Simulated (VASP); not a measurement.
Write the native input for VASP 6.6.1 that does the following.

- Task: relaxation of cell and atoms
- Functional: PBE
- Potentials or basis: VASP PAW PBE potentials, release 64 (La, Al, N)
- Cutoff: 600 eV
- k mesh: 12 × 12 × 12
- Occupations: gaussian, width 0.1 eV
- Spin: no spin polarisation
- Dipole correction: no
- Further INCAR settings: ALGO = Normal; EDIFF = 1e-06; IBRION = 2; EDIFFG = -0.01; NSW = 100; ISIF = 3

The structure of LaAl3N2 lies in POSCAR:

```
LaAl3N2
1.0
    2.4506778072      1.4148994917      4.4310759595
   -2.4506778072      1.4148994917      4.4310759595
    0.0000000000     -2.8297989833      4.4310759595
La Al N
1 3 2
Direct
    0.0000000000      0.0000000000      0.0000000000
    0.5000000000      0.5000000000      0.5000000000
    0.7727015513      0.7727015513      0.7727015513
    0.2272984487      0.2272984487      0.2272984487
    0.6356749851      0.6356749851      0.6356749851
    0.3643250149      0.3643250149      0.3643250149
```

The cell was generated, and may not be a known phase.

One way to write it, as run:

INCAR

```
PREC = Accurate
ENCUT = 600
EDIFF = 1E-6
ISMEAR = 0
SIGMA = 0.1
LREAL = F
LASPH = T
NELM = 80
ALGO = Normal
ISIF = 3
LWAVE = F
LCHARG = F
GGA = PE
IBRION = 2
NSW = 100
EDIFFG = -0.01
```

KPOINTS

```
Automatic mesh
0
Gamma
  12 12 12
```

Potentials or basis: VASP PAW PBE potentials, release 64 (La, Al, N).

The run is started by

```bash
$ cat potpaw_PBE.64/La/POTCAR potpaw_PBE.64/Al/POTCAR potpaw_PBE.64/N/POTCAR > POTCAR
$ mpirun -np 1 vasp_std > vasp.out
```

It gave:

```json
{"Relaxed volume": "15.40 Å³/atom", "Relaxed cell": "a = 5.257 Å, b = 5.257 Å, c = 5.257 Å, α = 55.67°, β = 55.67°, γ = 55.67°", "Space group after relaxing (to 0.1 Å)": "R-3m (No. 166)", "Energy gained by relaxing": "0.1 meV/atom", "Ionic steps": "4", "Pressure after relaxing": "0.0 GPa", "Largest force after relaxing": "0.008 eV/Å", "Band gap on the k mesh": "zero (bands 15 and 16 overlap by 0.31 eV)"}
```

Caveat: spin-orbit coupling is left out, which moves the levels of the heavy elements.

It took 28 min on 1 thread of Intel(R) Xeon(R) Platinum 8488C (Sapphire Rapids), on a shared host, peak memory 0.66 GiB.
